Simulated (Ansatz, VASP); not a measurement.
AlN in VASP and in Ansatz

```
Al N
1.0
     3.11300    0.00000    0.00000
    -1.55650    2.69594    0.00000
     0.00000    0.00000    4.98100
Al N
2 2
Direct
  0.33333 0.66667 0.00000
  0.66667 0.33333 0.50000
  0.33333 0.66667 0.36996
  0.66667 0.33333 0.88000
```

Alike in both runs: task single point; functional PBE; k mesh 12 × 12 × 4; no spin polarisation.

|  | VASP | Ansatz |
| --- | --- | --- |
| version | VASP 6.6.1 | Ansatz 0.2.0 |
| potentials or method | VASP PAW PBE potentials, release 64 (Al, N) | plane waves, PAW |
| plane-wave cutoff (eV) | 520 | 420 |
| occupations | gaussian, width 0.01 eV | fixed |
| valence electrons in the cell | 16 | 16 |

```csv
,VASP,Ansatz,Ansatz less VASP
rms of the force components (eV/Å),0.421,0.419,-0.0016
```

Atom by atom the forces differ by 0.002 eV/Å (rms over components).
